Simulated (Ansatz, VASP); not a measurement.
## TaN: VASP beside Ansatz

The input INCAR:

```
SYSTEM = TaN
  PREC = Accurate
  ENCUT = 520
  EDIFF = 1E-8
  ISMEAR = -1
  SIGMA = 0.01
  LREAL = .False.
  LASPH = .True.
  NELM = 120
  ALGO = Normal
  ISIF = 2
  LWAVE = .False.
  LCHARG = .False.
  GGA = PS
  LEFG = .True.
  NBANDS = 24
  GGA_COMPAT = .False.
```

KPOINTS

```
Automatic mesh
0
Gamma
  9 9 5
  0 0 0
```

POSCAR

```
TaN
1.0
    3.0500010905      0.0000000000      0.0000000000
   -1.5250005453      2.6413784260      0.0000000000
    0.0000000000      0.0000000000      5.0882000000
Ta N
2 2
Direct
    0.3333333333      0.6666666667      0.0000000000
    0.6666666667      0.3333333333      0.5000000000
    0.3333333333      0.6666666667      0.3850000000
    0.6666666667      0.3333333333      0.8850000000
```

Input for Ansatz:

```yaml
crystal:
  lattice:
    - [3.0500010905, 0.0, 0.0]
    - [-1.5250005453, 2.641378426, 0.0]
    - [0.0, 0.0, 5.0882]
  atoms:
    - { symbol: Ta, position: [0.3333333333, 0.6666666667, 0.0] }
    - { symbol: Ta, position: [0.6666666667, 0.3333333333, 0.5] }
    - { symbol: "N", position: [0.3333333333, 0.6666666667, 0.385] }
    - { symbol: "N", position: [0.6666666667, 0.3333333333, 0.885] }
kpoints:
  mp_grid: { grid: [9, 9, 5] }
scf:
  occupations: { method: fermi_dirac, width: 0.01 }
hamiltonian:
  xc: pbesol
  pseudopotentials: { kind: all_electron, datasets: crystal }
output:
  forces: true
  stress: true
  eigenvalues: true
  efg: { contact_densities: true }
```

Change from the starting cell: zz strain of +3 %, crystal datasets.

Alike in both runs: task electric field gradients; functional PBEsol; k mesh 9 × 9 × 5; occupations fermi-dirac, width 0.01 eV; no spin polarisation.

|  | VASP | Ansatz |
| --- | --- | --- |
| version | VASP 6.6.1 | Ansatz 0.2.0 |
| potentials or method | VASP PAW PBE potentials, release 64 (Ta_pv, N), cutoff 520 eV | all-electron PAW with datasets made for the crystal, scalar-relativistic |

```csv
,VASP,Ansatz,Ansatz less VASP
pressure (GPa),111.2,106.1,-5.04
"traceless stress, the component that is largest in VASP (GPa)",-23.80,-22.79,+1.008
rms of the force components (eV/Å),2.096,2.038,-0.0584
size of Vzz on the site where it differs most (V/Å²),154.7,144.9,-9.87
```

VASP's potentials were made for PBE, not for PBEsol. Atom by atom the forces differ by 0.058 eV/Å (rms over components). Both programs put the cell under a high pressure, so it lies far from rest at this level. Ansatz ran all-electron here, and VASP with PAW potentials.

Neither program's run includes spin-orbit coupling. Noted on VASP's run: the cell as given lies far from equilibrium.
